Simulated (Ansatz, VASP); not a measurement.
One calculation of Li3TeH, two programs

```xyz
5
Lattice="4.1923 0.0000 0.0000 0.0000 4.1923 0.0000 0.0000 0.0000 4.1923" Properties=species:S:1:pos:R:3 pbc="T T T"
Li    2.0961    0.0000    2.0961
Li    0.0000    2.0961    2.0961
Li    2.0961    2.0961    0.0000
Te    0.0000    0.0000    0.0000
H     2.0961    2.0961    2.0961
```

Alike in both runs: functional PBE; k mesh 6 × 6 × 6; occupations gaussian, width 0.02 eV; no spin polarisation.

Ansatz relaxed the structure, and its values are those at the end. VASP's run is a single point on that final structure, the one shown.

|  | VASP | Ansatz |
| --- | --- | --- |
| version | VASP 6.6.1 | Ansatz 0.2.0 |
| potentials or method | VASP PAW PBE potentials, release 64 (Li_sv, Te, H), cutoff 520 eV | scalar-relativistic, plane waves, PAW |
| valence electrons in the cell | 16 | 26 |

```csv
,VASP,Ansatz,Ansatz less VASP
gap on the k mesh at the Fermi level (eV),2.91,2.91,-0.006
least direct gap on the mesh (eV),3.70,3.71,+0.006
```

VASP's potentials hold 16 valence electrons a cell and Ansatz's 26, so a difference there can come from the potentials and not from the codes.

Spin-orbit coupling is off throughout. Noted on VASP's run: the cutoff is short for stress, so the pressure is rough.
